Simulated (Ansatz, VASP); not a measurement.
## CsH3 in VASP and in Ansatz

```
CELL_PARAMETERS angstrom
4.27876 0.00000 0.00000
-2.13168 4.66651 0.00000
-2.12975 -1.23355 7.72736
ATOMIC_POSITIONS crystal
Cs 0.75587 0.25439 0.25388
Cs 0.26561 0.78493 0.74294
H 0.55985 0.70588 0.41898
H 0.09298 0.22084 0.95486
H 0.90244 0.75236 0.07086
H 0.44715 0.34030 0.54469
H 0.50990 0.53876 0.47852
H 0.96620 0.90254 0.03526
```

Change from the starting cell: the structure that the rattled cell fell into.

Alike in both runs: task single point; functional PBE; k mesh 6 × 4 × 2; occupations gaussian, width 0.1 eV; no spin polarisation.

```csv
,VASP,Ansatz
version,VASP 6.6.1,Ansatz 0.2.0
potentials or method,"VASP PAW PBE potentials, release 64 (Cs_sv, H), cutoff 520 eV","scalar-relativistic, plane waves, PAW"
valence electrons in the cell,24,24
```

```csv
,VASP,Ansatz,Ansatz less VASP
gap on the k mesh at the Fermi level (eV),2.51,2.52,+0.018
least direct gap on the mesh (eV),2.51,2.52,+0.018
pressure (GPa),0.0,0.0,+0.03
rms of the force components (eV/Å),0.009,0.009,-0.0006
```

Atom by atom the forces differ by 0.002 eV/Å (rms over components). With one functional, cell and mesh, what is left measures potentials, basis and numerics.

Spin-orbit coupling is off throughout.
